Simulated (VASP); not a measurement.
# PbSe (rock salt type) in VASP: notebook

The runs below take PbSe (rock salt type) through single point, with PBE0, HSE06.

All numbers are computed with VASP 6.6.1; they aren't measurements. Logs are shortened: lines on timing, memory, paths and dates and some standing lists are left out, and cuts for length are marked.

### 1 The cell of the first run

Symmetry: R3m, No. 160, trigonal system. The conventional cell has a = 4.391 Å, b = 4.391 Å, c = 10.756 Å, α = 90.00°, β = 90.00°, γ = 120.00°. Pb (site symmetry 3m) has 6 Se at 3.07 to 3.14 Å within 4.0 Å. Within 4.0 Å of Se (site symmetry 3m) lie 6 Pb at 3.07 to 3.14 Å.

### 2 Single point, PBE0

The input, POSCAR:

```
PbSe
1.0
    0.0000000000      3.1050000000      3.1050000000
    3.1050000000      0.0000000000      3.1050000000
    3.1050000000      3.1050000000      0.0000000000
Pb Se
1 1
Direct
    0.0055782635      0.0055782635      0.0055782635
    0.5000000000      0.5000000000      0.5000000000
```

The input, INCAR.step1:

```
SYSTEM = PbSe
PREC = Accurate
ENCUT = 520
EDIFF = 1E-5
ISMEAR = -1
SIGMA = 0.05
LREAL = .False.
LASPH = .True.
NELM = 100
ALGO = Normal
ISIF = 2
LWAVE = .True.
LCHARG = .False.
NBANDS = 17
GGA = PE
```

The input, INCAR.step2:

```
SYSTEM = PbSe
PREC = Accurate
ENCUT = 520
EDIFF = 1E-7
ISMEAR = -1
SIGMA = 0.05
LREAL = .False.
LASPH = .True.
NELM = 100
ALGO = Normal
ISIF = 2
LWAVE = .False.
LCHARG = .False.
GGA = PE
LHFCALC = .True.
AEXX = 0.25
PRECFOCK = Normal
NBANDS = 17
ISTART = 1
```

The input, KPOINTS:

```
Automatic mesh
0
Gamma
  4 4 4
  0 0 0
```

Potentials or basis: VASP PAW PBE potentials, release 64 (Pb_d, Se).

Command:

```
$ cat potpaw_PBE.64/Pb_d/POTCAR potpaw_PBE.64/Se/POTCAR > POTCAR
$ cp INCAR.step1 INCAR
$ mpirun -np 1 vasp_std > vasp.out
$ cp INCAR.step2 INCAR
$ mpirun -np 1 vasp_std > vasp.out
```

OUTCAR:

```text
SYSTEM = PbSe
   PREC = Accurate
   ENCUT = 520
   EDIFF = 1E-7
   ISMEAR = -1
   LREAL = .False.
   LASPH = .True.
   NELM = 100
   ISIF = 2
   GGA = PE
   LHFCALC = .True.
   AEXX = 0.25
   PRECFOCK = Normal
   ISTART = 1

 ion  position               nearest neighbor table
   1  0.006  0.006  0.006-   2 3.07   2 3.07   2 3.07   2 3.14   2 3.14   2 3.14
   2  0.500  0.500  0.500-   1 3.07   1 3.07   1 3.07   1 3.14   1 3.14   1 3.14

  LATTYP: Found a face centered cubic cell.
 ALAT       =     6.2100000000

  Lattice vectors:

 A1 = (   0.0000000000,   3.1050000000,   3.1050000000)
 A2 = (   3.1050000000,   0.0000000000,   3.1050000000)
 A3 = (   3.1050000000,   3.1050000000,   0.0000000000)

Analysis of symmetry for initial positions (statically):
=====================================================================
 Subroutine PRICEL returns:
 Original cell was already a primitive cell.

 Routine SETGRP: Setting up the symmetry group for a
 face centered cubic supercell.

 Subroutine GETGRP returns: Found  6 space group operations
 (whereof  6 operations were pure point group operations)
 out of a pool of 48 trial point group operations.

The static configuration has the point symmetry C_3v.

Analysis of symmetry for dynamics (positions and initial velocities):
=====================================================================
 Subroutine PRICEL returns:
 Original cell was already a primitive cell.

 Routine SETGRP: Setting up the symmetry group for a
 face centered cubic supercell.

 Subroutine GETGRP returns: Found  6 space group operations
 (whereof  6 operations were pure point group operations)
 out of a pool of 48 trial point group operations.

The dynamic configuration has the point symmetry C_3v.

 Subroutine INISYM returns: Found  6 space group operations
 (whereof  6 operations are pure point group operations),
 and found     1 'primitive' translations

----------------------------------------------------------------------------------------

                                     Primitive cell

  volume of cell :      59.8708

  direct lattice vectors                    reciprocal lattice vectors
     0.000000000  3.105000000  3.105000000    -0.161030596  0.161030596  0.161030596
     3.105000000  0.000000000  3.105000000     0.161030596 -0.161030596  0.161030596
     3.105000000  3.105000000  0.000000000     0.161030596  0.161030596 -0.161030596

  length of vectors
     4.391133111  4.391133111  4.391133111     0.278913174  0.278913174  0.278913174

[... 76 lines left out ...]
   POTIM  = 0.5000    time-step for ionic-motion
   TEBEG  =    0.0;   TEEND  =   0.0 temperature during run
   PSTRESS=    0.0 pullay stress
   NELECT =      20.0000    total number of electrons
   NUPDOWN=      -1.0000    fix difference up-down
   EMIN   =  10.00;   EMAX   =-10.00  energy-range for DOS
   EFERMI =   0.00;   METHOD = LEGACY
   ISMEAR =    -1;   SIGMA  =   0.05  broadening in eV -4-tet -1-fermi 0-gaus
   EFERMI_NEDOS =   21; number of points for ismear=-14 and -15
   IALGO  =     38    algorithm
   IMIX   =      1    mixing-type and parameters
     AMIX     =   0.40;   BMIX     =  1.00
     AMIX_MAG =   1.60;   BMIX_MAG =  1.00
  volume/ion in A,a.u.               =      29.94       202.01
  Fermi-wavevector in a.u.,A,eV,Ry     =   1.135917  2.146572 17.555695  1.290307
  Thomas-Fermi vector in A             =   2.272622
   LORBIT       =      0    0 simple, 1 ext, 2 COOP (PROOUT), +10 PAW based schemes
   GGA     = PE    functional components
   LHFCALC =     T    Hartree Fock is set to
   PRECFOCK=normal    Normal, Fast or Accurate (Low or Medium for compatibility)
   ENCUT4O =  -1.0   cutoff for four orbital integrals eV
   NKREDX  =     1    reduce k-point grid by
   NKREDY  =     1    reduce k-point grid by
   NKREDZ  =     1    reduce k-point grid by
   AEXX    =    0.2500 exact exchange contribution
   HFSCREEN=    0.0000 screening length (either q_TF or 0.3 A-1)
   HFSCREENC=   0.0000 screening length for correlation (either q_TF or 0.3 A-1)
   ENCUTFOCK=  -1.0 apply spherical cutoff to Coloumb kernel
   IVDW    =     0    specifies the selected vdW correction
   LEPSILON=     F    determine dielectric tensor
   LRPA    =     F    only Hartree local field effects (RPA)
 non-spin polarized calculation
  energy-cutoff  :      520.00
  volume of cell :       59.87
 maximum number of plane-waves:      1639
 NGX is ok and might be reduce to    36
  NGX = 28; NGY = 28; NGZ = 28

 number of electron      19.9999999 magnetization

 Free energy of the ion-electron system (eV)
  ---------------------------------------------------
  ext. energy  EPLUGINS =         0.00000000
  ---------------------------------------------------
  free energy    TOTEN  =       -10.76941090 eV

  energy without entropy =      -10.76941086  energy(sigma->0) =      -10.76941088

 E-fermi :   4.6305     XC(G=0):  -7.3914

 val. band max:        3.8647544840   @ k =   0.5000   0.0000   0.0000
 cond. band min:       5.3975350027   @ k =   0.5000   0.0000   0.0000
 fundamental gap:      1.5327805187
 Fermi energy:         4.6304727755

 k-point     1 :       0.0000    0.0000    0.0000
  band No.  band energies     occupation
      1     -14.7269      2.00000
      2     -14.7269      2.00000
      3     -14.7228      2.00000
      4     -14.7224      2.00000
      5     -14.7224      2.00000
      6     -10.8277      2.00000
[... 237 lines left out ...]
      4     -14.7121      2.00000
      5     -14.6853      2.00000
      6      -9.3680      2.00000
[... 9 lines left out ...]
     16      17.2146      0.00000
     17      18.0564      0.00000

------------------------ aborting loop because EDIFF is reached ----------------------------------------

  FORCE on cell =-STRESS in cart. coord.  units (eV):
  Direction    XX          YY          ZZ          XY          YZ          ZX
  --------------------------------------------------------------------------------------
  -------------------------------------------------------------------------------------
  Total       -0.3965118     -0.3965118     -0.3965118      0.0056491      0.0056491      0.0056491
  in kB      -10.6108917    -10.6108917    -10.6108917      0.1511742      0.1511742      0.1511742
  external PRESSURE =     -10.6108917 kB  Pullay stress =       0.0000000 kB

 VOLUME and BASIS-vectors are now :
 -----------------------------------------------------------------------------
  energy-cutoff  :      520.00
  volume of cell :       59.87
      direct lattice vectors                 reciprocal lattice vectors
     0.000000000  3.105000000  3.105000000    -0.161030596  0.161030596  0.161030596
     3.105000000  0.000000000  3.105000000     0.161030596 -0.161030596  0.161030596
     3.105000000  3.105000000  0.000000000     0.161030596  0.161030596 -0.161030596

 POSITION                                       TOTAL-FORCE (eV/Angst)
 -----------------------------------------------------------------------------------
      0.03464      0.03464      0.03464         0.021511      0.021511      0.021511
      3.10500      3.10500      3.10500        -0.021511     -0.021511     -0.021511
 -----------------------------------------------------------------------------------
    total drift:                               -0.000099     -0.000102     -0.000100

  FREE ENERGIE OF THE ION-ELECTRON SYSTEM (eV)
  ---------------------------------------------------
  free  energy   TOTEN  =       -10.7694109008 eV

  energy  without entropy=      -10.7694108592  energy(sigma->0) =      -10.76941088
```

OUTCAR.step1:

```text
SYSTEM = PbSe
   PREC = Accurate
   ENCUT = 520
   EDIFF = 1E-5
   ISMEAR = -1
   LREAL = .False.
[... 468 lines left out ...]
      0.03464      0.03464      0.03464         0.022813      0.022813      0.022813
      3.10500      3.10500      3.10500        -0.022813     -0.022813     -0.022813
 -----------------------------------------------------------------------------------
    total drift:                               -0.000171     -0.000171     -0.000171

  FREE ENERGIE OF THE ION-ELECTRON SYSTEM (eV)
  ---------------------------------------------------
  free  energy   TOTEN  =        -8.1903758300 eV

  energy  without entropy=       -8.1896626959  energy(sigma->0) =       -8.19001926
```

It took 48 min on 1 thread of AMD EPYC 7R13 (Zen 3), shared host; peak memory 0.19 GiB.

Results:

| Property | Result |
| --- | --- |
| Free energy | -10.7694 eV |
| Pressure | -1.1 GPa |
| Largest force | 0.037 eV/Å |
| Band gap on the k mesh | 1.53 eV |

Forces in eV/Å, atoms in the order of the input:
```
Pb   0.022  0.022  0.022
Se  -0.022 -0.022 -0.022
```

Caveat: the k points lie up to 0.44 Å⁻¹ apart; the PAW data sets were made with another functional, which shifts forces and pressure a little; spin-orbit coupling is left out, which moves the levels of the heavy elements. A k mesh can miss the band edges.

### 3 Single point, HSE06

POSCAR is that of step 2.

The input, INCAR.step1:

```
PREC = Accurate ; ENCUT = 520
EDIFF = 1E-5 ; ISMEAR = -1
SIGMA = 0.05 ; LREAL = False
LASPH = True ; NELM = 80
ALGO = Normal ; ISIF = 2
LWAVE = True ; LCHARG = False
NBANDS = 17 ; GGA = PE
```

The input, INCAR.step2:

```
PREC = Accurate ; ENCUT = 520
EDIFF = 1E-7 ; ISMEAR = -1
SIGMA = 0.05 ; LREAL = False
LASPH = True ; NELM = 80
ALGO = Normal ; ISIF = 2
LWAVE = False ; LCHARG = False
GGA = PE ; LHFCALC = True
HFSCREEN = 0.2079 ; PRECFOCK = Normal
NBANDS = 17 ; ISTART = 1
```

The input, KPOINTS:

```
regular mesh
0
Gamma
  4 4 4
```

Potentials or basis: VASP PAW PBE potentials, release 64 (Pb_d, Se).

Command:

```
$ cat potpaw_PBE.64/Pb_d/POTCAR potpaw_PBE.64/Se/POTCAR > POTCAR
$ cp INCAR.step1 INCAR
$ mpirun -np 1 vasp_std > vasp.out
$ cp INCAR.step2 INCAR
$ mpirun -np 1 vasp_std > vasp.out
```

It took 28 min on 1 thread of AMD EPYC 7R13 (Zen 3), shared host; peak memory 0.3 GiB.

Results (log left out):

| Quantity | Value |
| --- | --- |
| Free energy | -9.7252 eV |
| Pressure | -0.9 GPa |
| Largest force | 0.037 eV/Å |
| Band gap on the k mesh | 0.88 eV |

Forces on the atoms (eV/Å):
```
Pb   0.021  0.021  0.021
Se  -0.021 -0.021 -0.021
```

Levels at points of the mesh, in eV from the valence-band top:
```
           k point  band 8  band 9  band 10  band 11  band 12  band 13
(0.00, 0.00, 0.00)   -1.94   -1.94    -1.93     5.40     5.42     5.42
(0.50, 0.00, 0.00)   -1.56   -1.56     0.00     0.88     2.32     2.33
(0.50, 0.50, 0.50)   -1.56   -1.56    -0.02     0.89     2.32     2.32
(0.50, 0.50, 0.00)   -5.16   -3.34    -3.33     4.37     6.34     6.36
```

Caveat: the k points lie up to 0.44 Å⁻¹ apart; the PAW data sets were made with another functional, which shifts forces and pressure a little; spin-orbit coupling is left out, which moves the levels of the heavy elements. A k mesh can miss the band edges.

### 4 Single point, HSE06

This run uses another cell than the first one, of 30.23 Å³/atom.

The input, POSCAR:

```
PbSe
1.0
    0.0000000000      3.1153156904      3.1153156904
    3.1153156904      0.0000000000      3.1153156904
    3.1153156904      3.1153156904      0.0000000000
Pb Se
1 1
Direct
    0.0000000000      0.0000000000      0.0000000000
    0.5000000000      0.5000000000      0.5000000000
```

The input, INCAR.step1:

```
  PREC = Accurate
  ENCUT = 520
  EDIFF = 1E-5
  ISMEAR = -1
  SIGMA = 0.05
  LREAL = F
  LASPH = T
  NELM = 100
  ALGO = Normal
  ISIF = 2
  LWAVE = T
  LCHARG = F
  GGA = PE
  NBANDS = 17
```

The input, INCAR.step2:

```
  PREC = Accurate
  ENCUT = 520
  EDIFF = 1E-7
  ISMEAR = -1
  SIGMA = 0.05
  LREAL = F
  LASPH = T
  NELM = 100
  ALGO = Normal
  ISIF = 2
  LWAVE = F
  LCHARG = F
  GGA = PE
  LHFCALC = T
  HFSCREEN = 0.2079
  PRECFOCK = Normal
  ISTART = 1
  NBANDS = 17
```

KPOINTS is that of step 3.

Command:

```
$ cat potpaw_PBE.64/Pb_d/POTCAR potpaw_PBE.64/Se/POTCAR > POTCAR
$ cp INCAR.step1 INCAR
$ mpirun -np 1 vasp_std > vasp.out
$ cp INCAR.step2 INCAR
$ mpirun -np 1 vasp_std > vasp.out
```

It used 1600 s of CPU time on 1 thread of AMD EPYC 7R13 Processor (Zen 3), on a shared host.

Results (log left out):

```
Free energy            : -9.7197 eV
Pressure               : -1.4 GPa
Band gap on the k mesh : 0.90 eV
```

Levels at points of the mesh, in eV from the valence-band top:
| k point | band 7 | band 8 | band 9 | band 10 | band 11 | band 12 | band 13 | band 14 |
| --- | --- | --- | --- | --- | --- | --- | --- | --- |
| (0.00, 0.00, 0.00) | -6.69 | -1.88 | -1.88 | -1.88 | 5.41 | 5.41 | 5.41 | 7.32 |
| (0.50, 0.00, 0.00) | -9.24 | -1.50 | -1.50 | 0.00 | 0.90 | 2.34 | 2.34 | 9.30 |
| (0.50, 0.50, 0.00) | -7.76 | -5.07 | -3.27 | -3.27 | 4.44 | 6.30 | 6.30 | 6.74 |

Caveat: the k points lie up to 0.44 Å⁻¹ apart; the PAW data sets were made with another functional, which shifts forces and pressure a little; spin-orbit coupling is left out, which moves the levels of the heavy elements.

### 5 Single point, HSE06

This run uses another cell than the first one, of 30.23 Å³/atom.

POSCAR is that of step 4.

The input, INCAR.step1:

```
SYSTEM = PbSe
ALGO = Normal ; EDIFF = 1E-5
ENCUT = 520 ; GGA = PE
ISIF = 2 ; ISMEAR = -1
LASPH = .True. ; LCHARG = .False.
LREAL = .False. ; LWAVE = .True.
NBANDS = 17 ; NELM = 80
PREC = Accurate ; SIGMA = 0.05
```

The input, INCAR.step2:

```
SYSTEM = PbSe
ALGO = Normal ; EDIFF = 1E-6
ENCUT = 520 ; GGA = PE
HFSCREEN = 0.2079 ; ISIF = 2
ISMEAR = -1 ; ISTART = 1
LASPH = .True. ; LCHARG = .False.
LHFCALC = .True. ; LREAL = .False.
LWAVE = .False. ; NBANDS = 17
NELM = 80 ; PREC = Accurate
PRECFOCK = Normal ; SIGMA = 0.05
```

The input, KPOINTS:

```
k-points
0
Gamma
  4 4 4
  0 0 0
```

Command:

```
$ cat potpaw_PBE.64/Pb_d/POTCAR potpaw_PBE.64/Se/POTCAR > POTCAR
$ cp INCAR.step1 INCAR
$ mpirun -np 1 vasp_std > vasp.out
$ cp INCAR.step2 INCAR
$ mpirun -np 1 vasp_std > vasp.out
```

Run time: 22 min. Hardware: 1 thread of AMD EPYC 7R13 (Zen 3), shared host; peak memory 0.29 GiB.

The run converged. Its results:

* Free energy: -9.7197 eV
* Pressure: -1.4 GPa
* Band gap on the k mesh: 0.90 eV

Levels at points of the mesh, in eV from the valence-band top:
```csv
k point,band 7,band 8,band 9,band 10,band 11,band 12,band 13,band 14
"(0.00, 0.00, 0.00)",-6.69,-1.88,-1.88,-1.88,5.41,5.41,5.41,7.32
"(0.50, 0.00, 0.00)",-9.24,-1.50,-1.50,0.00,0.90,2.34,2.34,9.30
"(0.50, 0.50, 0.00)",-7.76,-5.07,-3.27,-3.27,4.44,6.30,6.30,6.74
```

Caveat: the k points lie up to 0.44 Å⁻¹ apart; the PAW data sets were made with another functional, which shifts forces and pressure a little; spin-orbit coupling is left out, which moves the levels of the heavy elements.

### 6 Summary

| level | cell | screening parameter | gap on the mesh (eV) | pressure (GPa) | largest force (eV/Å) |
| --- | --- | --- | --- | --- | --- |
| PBE0 | a = 4.391 Å, angles 60.0°, 2 atoms, atomic positions A | - | 1.53 | -1.1 | 0.04 |
| HSE06 | a = 4.391 Å, angles 60.0°, 2 atoms, atomic positions A | 0.2079 1/Å | 0.88 | -0.9 | 0.04 |
| HSE06 | a = 4.406 Å, angles 60.0°, 2 atoms, atomic positions B | 0.2079 1/Å | 0.90 | -1.4 | - |

Alike in all rows: task single point; potentials or basis VASP PAW PBE potentials, release 64 (Pb_d, Se); no spin polarisation; k mesh 4 × 4 × 4; cutoff (eV) 520; smearing fermi-dirac 0.05 eV.

Caveats: all runs use coarse meshes; the PAW data sets were made with another functional, which shifts forces and pressure a little; spin-orbit coupling is left out, which moves the levels of the heavy elements.

Absolute energies hang on the potentials; compare differences alone.
